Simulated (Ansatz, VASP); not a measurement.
## HC12: VASP beside Ansatz

INCAR

```
SYSTEM = HC12
ALGO = Normal ; DIPOL = 0.5 0.5 0.294
EDIFF = 1E-6 ; ENCUT = 520
GGA = PE ; IDIPOL = 3
ISIF = 2 ; ISMEAR = 0
LASPH = .TRUE. ; LCHARG = .FALSE.
LDIPOL = .TRUE. ; LREAL = Auto
LWAVE = .FALSE. ; NBANDS = 68
NELM = 60 ; PREC = Accurate
SIGMA = 0.05
```

File KPOINTS:

```
k-points
0
G
  5 5 1
  0 0 0
```

POSCAR

```
HC12
1.0
    5.0509324483      0.0000000000      0.0000000000
    0.0000000000      5.0509324483      0.0000000000
    0.0000000000      0.0000000000     22.3754933530
C H
24 2
Direct
    0.0000000000      0.2500000000      0.1787670080
    0.0000000000      0.7500000000      0.1787670080
    0.5000000000      0.2500000000      0.1787670080
    0.5000000000      0.7500000000      0.1787670080
    0.0000000000      0.0000000000      0.2186716990
    0.0000000000      0.5000000000      0.2186716990
    0.5000000000      0.0000000000      0.2186716990
    0.5000000000      0.5000000000      0.2186716990
    0.2500000000      0.0000000000      0.2585763899
    0.2500000000      0.5000000000      0.2585763899
    0.7500000000      0.0000000000      0.2585763899
    0.7500000000      0.5000000000      0.2585763899
    0.2500000000      0.2500000000      0.2976014419
    0.2500000000      0.7500000000      0.2976014419
    0.7500000000      0.2500000000      0.2976014419
    0.7500000000      0.7500000000      0.2976014419
    0.0000000000      0.2500000000      0.3394883053
    0.0000000000      0.7500000000      0.3394883053
    0.5000000000      0.2500000000      0.3394883053
    0.5000000000      0.7500000000      0.3394883053
    0.0000000000      0.0000000000      0.3743154719
    0.0000000000      0.5000000000      0.3743154719
    0.5000000000      0.0000000000      0.3743154719
    0.5000000000      0.5000000000      0.3743154719
    0.8830908934      0.3750000000      0.4905140271
    1.1169091066      0.3750000000      0.4905140271
```

Input for Ansatz:

```yaml
crystal:
  lattice:
    - [5.0509324483, 0.0, 0.0]
    - [0.0, 5.0509324483, 0.0]
    - [0.0, 0.0, 22.375493353]
  atoms:
    - { symbol: C, position: [0.0, 0.25, 0.178767008] }
    - { symbol: C, position: [0.0, 0.75, 0.178767008] }
    - { symbol: C, position: [0.5, 0.25, 0.178767008] }
    - { symbol: C, position: [0.5, 0.75, 0.178767008] }
    - { symbol: C, position: [0.0, 0.0, 0.218671699] }
    - { symbol: C, position: [0.0, 0.5, 0.218671699] }
    - { symbol: C, position: [0.5, 0.0, 0.218671699] }
    - { symbol: C, position: [0.5, 0.5, 0.218671699] }
    - { symbol: C, position: [0.25, 0.0, 0.2585763899] }
    - { symbol: C, position: [0.25, 0.5, 0.2585763899] }
    - { symbol: C, position: [0.75, 0.0, 0.2585763899] }
    - { symbol: C, position: [0.75, 0.5, 0.2585763899] }
    - { symbol: C, position: [0.25, 0.25, 0.2976014419] }
    - { symbol: C, position: [0.25, 0.75, 0.2976014419] }
    - { symbol: C, position: [0.75, 0.25, 0.2976014419] }
    - { symbol: C, position: [0.75, 0.75, 0.2976014419] }
    - { symbol: C, position: [0.0, 0.25, 0.3394883053] }
    - { symbol: C, position: [0.0, 0.75, 0.3394883053] }
    - { symbol: C, position: [0.5, 0.25, 0.3394883053] }
    - { symbol: C, position: [0.5, 0.75, 0.3394883053] }
    - { symbol: C, position: [0.0, 0.0, 0.3743154719] }
    - { symbol: C, position: [0.0, 0.5, 0.3743154719] }
    - { symbol: C, position: [0.5, 0.0, 0.3743154719] }
    - { symbol: C, position: [0.5, 0.5, 0.3743154719] }
    - { symbol: H, position: [0.8830908934, 0.375, 0.4905140271] }
    - { symbol: H, position: [1.1169091066, 0.375, 0.4905140271] }
basis:
  ecutwfc: 420
kpoints:
  mp_grid: { grid: [5, 5, 1] }
hamiltonian:
  xc: pbe
  pseudopotentials: { kind: paw, azcp: { folder: soft_1 } }
scf:
  occupations: { method: gaussian, width: 0.05 }
output:
  forces: true
  eigenvalues: true
efield:
  axis: 3
  dipole_correction: true
  ramp_width: 0.04
```

Alike in both runs: task single point; functional PBE; k mesh 5 × 5 × 1; occupations gaussian, width 0.05 eV; no spin polarisation.

|  | VASP | Ansatz |
| --- | --- | --- |
| version | VASP 6.6.1 | Ansatz 0.2.0 |
| potentials or method | VASP PAW PBE potentials, release 64 (C, H), cutoff 520 eV | scalar-relativistic, plane waves, PAW |
| valence electrons in the cell | 98 | 98 |

Ansatz gave:

| Property | Result |
| --- | --- |
| gap on the k mesh at the Fermi level (eV) | none |
| rms of the force components (eV/Å) | 1.060 |

**Question.** Estimate VASP's values.

**Answer.** gap on the k mesh at the Fermi level (eV): none; rms of the force components (eV/Å): 1.057.

Atom by atom the forces differ by 0.013 eV/Å (rms over components). A gap of «none» marks a metal or a gap that the smearing closes. The functional is the same, so the differences come from potentials, cutoffs and numerics.
